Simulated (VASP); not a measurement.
A run of VASP 6.6.1:

INCAR

```
SYSTEM = Pb
PREC = Accurate
ENCUT = 520
EDIFF = 1E-7
ISMEAR = 0
SIGMA = 0.1
LREAL = .FALSE.
LASPH = .TRUE.
NELM = 60
ALGO = Fast
ISIF = 2
LWAVE = .FALSE.
LCHARG = .FALSE.
GGA = PE
NBANDS = 13
```

The input KPOINTS:

```
Automatic mesh
0
G
  14 14 14
  0 0 0
```

Contents of POSCAR:

```
Pb
1.0
    0.0000000000      2.5459599014      2.5459599014
    2.5459599014      0.0000000000      2.5459599014
    2.5459599014      2.5459599014      0.0000000000
Pb
1
Direct
    0.0000000000      0.0000000000      0.0000000000
```

Potentials or basis: VASP PAW PBE potentials, release 64 (Pb_d).

Command:

```bash
$ cat potpaw_PBE.64/Pb_d/POTCAR > POTCAR
$ mpirun -np 1 vasp_std > vasp.out
```

Hardware: 1 thread of Intel(R) Xeon(R) 6975P-C (Granite Rapids) (shared host).

Question: Estimate the wall time of this run.

Answer: Run time: 24 s on 1 thread of Intel(R) Xeon(R) 6975P-C (Granite Rapids), with other jobs on the host, peak memory 0.17 GiB. Counts: scf iterations 14, k points 104.
